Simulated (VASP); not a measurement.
# Os in VASP: single point with PBE

Aim: the single point of Os with PBE.

Program: VASP 6.6.1. These are calculated values, not measurements. Logs are shortened: lines on timing, memory, paths and dates and some standing lists are left out, and cuts for length are marked.

### 1 The cell of the first run

The typed cell holds 2 atoms: a = 2.767 Å, b = 2.767 Å, c = 4.316 Å, α = 90.02°, β = 90.01°, γ = 60.00°.

The cell was built from a structure type or drawn by symmetry, and may not be a known phase.

### 2 Single point, PBE

INCAR

```
SYSTEM = Os
ALGO     = Normal         ! electronic algorithm
EDIFF    = 1E-6           ! SCF threshold, eV
ENCUT    = 520            ! plane-wave cutoff, eV
GGA      = PE             ! functional
ISIF     = 2              ! what is computed and relaxed
ISMEAR   = 0              ! smearing method
LASPH    = .TRUE.         ! aspherical terms in the spheres
LCHARG   = .FALSE.        ! write CHGCAR
LREAL    = .FALSE.        ! projectors in reciprocal space
LWAVE    = .FALSE.        ! write WAVECAR
NBANDS   = 15             ! bands
NELM     = 100            ! most SCF steps
PREC     = Accurate       ! precision mode
SIGMA    = 0.1            ! smearing width, eV
```

KPOINTS

```
k-points
0
G
  6 6 4
  0 0 0
```

POSCAR

```
Os
1.0
    2.7521809053      0.2820762603      0.0288602169
    1.1308073584      2.5223926880      0.1150642284
   -0.0270121178     -0.1864542330      4.3118102855
Os
2
Direct
    0.6202054406      0.8295001352      0.8671931407
    0.9534965428      0.1629232827      0.3671989744
```

Potentials or basis: VASP PAW PBE potentials, release 64 (Os).

Launch:

```console
cat potpaw_PBE.64/Os/POTCAR > POTCAR
mpirun -np 1 vasp_std > vasp.out
```

OUTCAR:

```text
SYSTEM = Os
   EDIFF = 1E-6
   ENCUT = 520
   GGA = PE
   ISIF = 2
   ISMEAR = 0
   LASPH = .TRUE.
   LREAL = .FALSE.
   NELM = 100
   PREC = Accurate

 ion  position               nearest neighbor table
   1  0.620  0.830  0.867-   2 2.68   2 2.68   2 2.68   2 2.68   2 2.69   2 2.69
   2  0.953  0.163  0.367-   1 2.68   1 2.68   1 2.68   1 2.68   1 2.69   1 2.69

  LATTYP: Found a base centered monoclinic cell.
 ALAT       =     9.0654357708
 B/A-ratio  =     0.5286323356
 C/A-ratio  =     0.5656079266
 COS(beta)  =    -0.9664421966

  Lattice vectors:

 A1 = (  -1.5943614291,   2.4267706607,  -4.2256062740)
 A2 = (   2.7791930231,   0.4685304933,  -4.2829500686)
 A3 = (  -1.1578194762,  -2.7088469210,   4.1967460571)

Analysis of symmetry for initial positions (statically):
=====================================================================
 Subroutine PRICEL returns:
 Original cell was already a primitive cell.

 Routine SETGRP: Setting up the symmetry group for a
 base centered monoclinic supercell.

 Subroutine GETGRP returns: Found  2 space group operations
 (whereof  1 operations were pure point group operations)
 out of a pool of  4 trial point group operations.

The static configuration has the point symmetry C_1 .
 The point group associated with its full space group is S_2 .

Analysis of symmetry for dynamics (positions and initial velocities):
=====================================================================
 Subroutine PRICEL returns:
 Original cell was already a primitive cell.

 Routine SETGRP: Setting up the symmetry group for a
 base centered monoclinic supercell.

 Subroutine GETGRP returns: Found  2 space group operations
 (whereof  1 operations were pure point group operations)
 out of a pool of  4 trial point group operations.

The dynamic configuration has the point symmetry C_1 .
 The point group associated with its full space group is S_2 .

 Subroutine INISYM returns: Found  2 space group operations
 (whereof  1 operations are pure point group operations),
 and found     1 'primitive' translations

----------------------------------------------------------------------------------------

                                     Primitive cell

  volume of cell :      28.6116

  direct lattice vectors                    reciprocal lattice vectors
     2.752180905  0.282076260  0.028860217     0.380877716 -0.170522778 -0.004987784
     1.130807358  2.522392688  0.115064228    -0.042697335  0.414784505  0.017668908
    -0.027012118 -0.186454233  4.311810286    -0.001409913 -0.009927509  0.231483025

  length of vectors
     2.766748934  2.766664044  4.315924324     0.417337669  0.417350498  0.231700096

  position of ions in fractional coordinates (direct lattice)
     0.620205441  0.829500135  0.867193141
     0.953496543  0.162923283  0.367198974

  ion indices of the primitive-cell ions
   primitive index   ion index
                 1           1
                 2           2

----------------------------------------------------------------------------------------

 KPOINTS: k-points

Automatic generation of k-mesh.
 Grid dimensions read from file:
 generate k-points for:    6    6    4

 Generating k-lattice:

  Cartesian coordinates                     Fractional coordinates (reciprocal lattice)
     0.063479619 -0.028420463 -0.000831297     0.166666667  0.000000000 -0.000000000
    -0.007116223  0.069130751  0.002944818     0.000000000  0.166666667  0.000000000
    -0.000352478 -0.002481877  0.057870756    -0.000000000  0.000000000  0.250000000

  Length of vectors
     0.069556278  0.069558416  0.057925024

  Shift w.r.t. Gamma in fractional coordinates (k-lattice)
     0.000000000  0.000000000  0.000000000

 -----------------------------------------------------------------------------
|                                                                             |
|           W    W    AA    RRRRR   N    N  II  N    N   GGGG   !!!           |
|           W    W   A  A   R    R  NN   N  II  NN   N  G    G  !!!           |
|           W    W  A    A  R    R  N N  N  II  N N  N  G       !!!           |
|           W WW W  AAAAAA  RRRRR   N  N N  II  N  N N  G  GGG   !            |
|           WW  WW  A    A  R   R   N   NN  II  N   NN  G    G                |
|           W    W  A    A  R    R  N    N  II  N    N   GGGG   !!!           |
|                                                                             |
|     Your reciprocal lattice and k-lattice belong to different lattice       |
|     classes:                                                                |
|                                                                             |
|        The reciprocal lattice is triclinic,                                 |
|        whereas your k-lattice is base-centered monoclinic.                  |
|                                                                             |
|     Results are often still useful ...                                      |
|                                                                             |
 -----------------------------------------------------------------------------

 Subroutine IBZKPT returns following result:
 ===========================================

 Found     76 irreducible k-points:

 Following reciprocal coordinates:
            Coordinates               Weight
  0.000000  0.000000  0.000000      1.000000
  0.166667  0.000000  0.000000      2.000000
  0.333333  0.000000  0.000000      2.000000
  0.500000 -0.000000  0.000000      1.000000
  0.000000  0.166667 -0.000000      2.000000
  0.166667  0.166667 -0.000000      2.000000
[... 16 lines left out ...]
  0.333333  0.000000  0.250000      2.000000
  0.500000  0.000000  0.250000      2.000000
 [... further k-points ...]
   k-points           NKPTS =     76   k-points in BZ     NKDIM =     76   number of bands    NBANDS=     15
   number of dos      NEDOS =    301   number of ions     NIONS =      2
   total plane-waves  NPLWV =  18432
   dimension x,y,z NGX =    24 NGY =   24 NGZ =   32
   dimension x,y,z NGXF=    48 NGYF=   48 NGZF=   64
   ions per type =               2
   NGX,Y,Z   is equivalent  to a cutoff of  14.42, 14.42, 12.33 a.u.
   NGXF,Y,Z  is equivalent  to a cutoff of  28.84, 28.84, 24.65 a.u.
 SYSTEM =  Os
   PREC   = accura    normal or accurate (medium, high low for compatibility)
   ISTART =      0    job   : 0-new  1-cont  2-samecut
   ICHARG =      2    charge: 1-file 2-atom 10-const
   ISPIN  =      1    spin polarized calculation?
   LNONCOLLINEAR =      F non collinear calculations
   LSORBIT =      F    spin-orbit coupling
   LASPH  =      T    aspherical Exc in radial PAW
   ENCUT  =  520.0 eV  38.22 Ry    6.18 a.u.   5.14  5.14  8.02*2*pi/ulx,y,z
   NELM   =    100;   NELMIN=  2; NELMDL= -5     # of ELM steps
   EDIFF  = 0.1E-05   stopping-criterion for ELM
   LREAL  =      F    real-space projection
   EDIFFG = 0.1E-04   stopping-criterion for IOM
   NSW    =      0    number of steps for IOM
   IBRION =     -1    ionic relax: 0-MD 1-quasi-New 2-CG
   NFREE  =      0    steps in history (QN), initial steepest desc. (CG)
   ISIF   =      2    stress and relaxation
   ISYM   =      2    0-nonsym 1-usesym 2-fastsym
   POTIM  = 0.5000    time-step for ionic-motion
   TEBEG  =    0.0;   TEEND  =   0.0 temperature during run
   PSTRESS=    0.0 pullay stress
   NELECT =      16.0000    total number of electrons
   NUPDOWN=      -1.0000    fix difference up-down
   EMIN   =  10.00;   EMAX   =-10.00  energy-range for DOS
   EFERMI =   0.00;   METHOD = LEGACY
   ISMEAR =     0;   SIGMA  =   0.10  broadening in eV -4-tet -1-fermi 0-gaus
   EFERMI_NEDOS =   21; number of points for ismear=-14 and -15
   IALGO  =     38    algorithm
   IMIX   =      4    mixing-type and parameters
     AMIX     =   0.40;   BMIX     =  1.00
     AMIX_MAG =   1.60;   BMIX_MAG =  1.00
  volume/ion in A,a.u.               =      14.31        96.54
  Fermi-wavevector in a.u.,A,eV,Ry     =   1.348758  2.548783 24.751003  1.819147
  Thomas-Fermi vector in A             =   2.476400
   LORBIT       =      0    0 simple, 1 ext, 2 COOP (PROOUT), +10 PAW based schemes
   GGA     = PE    functional components
   LHFCALC =     F    Hartree Fock is set to
   AEXX    =    0.0000 exact exchange contribution
   IVDW    =     0    specifies the selected vdW correction
   LEPSILON=     F    determine dielectric tensor
   LRPA    =     F    only Hartree local field effects (RPA)
 non-spin polarized calculation
 Gauss-broadening in eV      SIGMA  =   0.10
  energy-cutoff  :      520.00
  volume of cell :       28.61
 maximum number of plane-waves:       783
 NGX is ok and might be reduce to    24
   NGX = 11   NGY = 11   NGZ = 17

 number of electron      16.0000001 magnetization

 Free energy of the ion-electron system (eV)
  ---------------------------------------------------
  ext. energy  EPLUGINS =         0.00000000
  ---------------------------------------------------
  free energy    TOTEN  =       -22.43131099 eV

  energy without entropy =      -22.42220242  energy(sigma->0) =      -22.42675671

 E-fermi :   9.4507     XC(G=0): -13.9318

 val. band max:        9.4108575724   @ k =   0.3333   0.0000   0.0000
 cond. band min:       9.5145137028   @ k =   0.3333   0.5000   0.2500
 fundamental gap:      0.1036561304
 Fermi energy:         9.4506518643

 k-point     1 :       0.0000    0.0000    0.0000
  band No.  band energies     occupation
      1      -1.6070      2.00000
      2       1.5572      2.00000
      3       6.1467      2.00000
      4       6.1481      2.00000
      5       6.5469      2.00000
      6       6.9909      2.00000
      7       6.9922      2.00000
      8       7.4891      2.00000
      9       7.4908      2.00000
     10       9.3031      1.96311
     11      10.7403      0.00000
     12      10.7421      0.00000
     13      18.0897      0.00000
     14      23.1126      0.00000
     15      26.0407      0.00000

 k-point     2 :       0.1667    0.0000    0.0000
  band No.  band energies     occupation
      1      -0.5767      2.00000
      2       2.3712      2.00000
      3       5.0813      2.00000
      4       5.9656      2.00000
      5       6.4631      2.00000
      6       6.8656      2.00000
      7       7.0712      2.00000
      8       7.5955      2.00000
      9       7.6256      2.00000
     10       7.8434      2.00000
     11      11.1625      0.00000
     12      14.3432      0.00000
     13      17.9378      0.00000
     14      24.6589      0.00000
     15      26.7180      0.00000

 k-point     3 :       0.3333    0.0000    0.0000
  band No.  band energies     occupation
      1       1.5173      2.00000
      2       2.6103      2.00000
      3       3.7084      2.00000
      4       5.2197      2.00000
      5       5.9520      2.00000
      6       6.6041      2.00000
      7       6.9639      2.00000
      8       9.4109      1.42641
      9       9.7962      0.00000
     10       9.9579      0.00000
     11      11.6474      0.00000
     12      17.4850      0.00000
     13      18.6223      0.00000
     14      19.7779      0.00000
     15      23.1999      0.00000
[... 343 lines left out ...]
 k-point    23 :       0.3333    0.0000    0.2500
  band No.  band energies     occupation
      1       1.5464      2.00000
      2       2.8684      2.00000
      3       3.8146      2.00000
      4       4.7698      2.00000
      5       6.3154      2.00000
      6       6.4259      2.00000
      7       7.5321      2.00000
      8       9.2100      1.99934
      9       9.7002      0.00042
     10       9.9122      0.00000
     11      11.2008      0.00000
     12      14.4345      0.00000
     13      19.2303      0.00000
     14      22.5844      0.00000
     15      24.3609      0.00000

 k-point    24 :       0.5000    0.0000    0.2500
  band No.  band energies     occupation
      1       1.6035      2.00000
      2       2.3662      2.00000
      3       4.1211      2.00000
      4       4.1628      2.00000
      5       6.1880      2.00000
      6       7.2559      2.00000
      7       9.1946      1.99971
      8      10.1995      0.00000
      9      11.1981      0.00000
     10      11.4801      0.00000
     11      12.2585      0.00000
     12      14.0079      0.00000
     13      17.9835      0.00000
     14      18.7946      0.00000
     15      22.5336      0.00000

 [... further k-points ...]
[... 5 lines left out ...]
  --------------------------------------------------------------------------------------
  -------------------------------------------------------------------------------------
  Total       -0.0154356     -0.0159221     -0.0393839      0.0025807      0.0174511      0.0082585
  in kB       -0.8643561     -0.8915961     -2.2053992      0.1445135      0.9772163      0.4624543
  external PRESSURE =      -1.3204504 kB  Pullay stress =       0.0000000 kB

 VOLUME and BASIS-vectors are now :
 -----------------------------------------------------------------------------
  energy-cutoff  :      520.00
  volume of cell :       28.61
      direct lattice vectors                 reciprocal lattice vectors
     2.752180905  0.282076260  0.028860217     0.380877716 -0.170522778 -0.004987784
     1.130807358  2.522392688  0.115064228    -0.042697335  0.414784505  0.017668908
    -0.027012118 -0.186454233  4.311810286    -0.001409913 -0.009927509  0.231483025

 POSITION                                       TOTAL-FORCE (eV/Angst)
 -----------------------------------------------------------------------------------
      2.62150      2.10558      3.85252        -0.000032      0.001821      0.000437
      2.79851      0.61145      1.62956         0.000032     -0.001821     -0.000437
 -----------------------------------------------------------------------------------
    total drift:                               -0.000002     -0.000001     -0.000000

  FREE ENERGIE OF THE ION-ELECTRON SYSTEM (eV)
  ---------------------------------------------------
  free  energy   TOTEN  =       -22.4313109944 eV

  energy  without entropy=      -22.4222024207  energy(sigma->0) =      -22.42675671
```

Run time: 27 s. Hardware: 1 thread of Intel Xeon Platinum 8488C (Sapphire Rapids), shared host; peak memory 0.16 GiB.

What came out:

- Free energy: -22.4313 eV
- Pressure: -0.1 GPa
- Band gap on the k mesh: zero (bands 8 and 9 overlap by 3.48 eV)

Stress tensor (GPa, compression positive):
```
-0.09  0.01  0.05
 0.01 -0.09  0.10
 0.05  0.10 -0.22
```

Caveat: the k points lie up to 0.44 Å⁻¹ apart, too coarse for converged energies and pressures of a metal; spin-orbit coupling is left out, which moves the levels of the heavy elements.
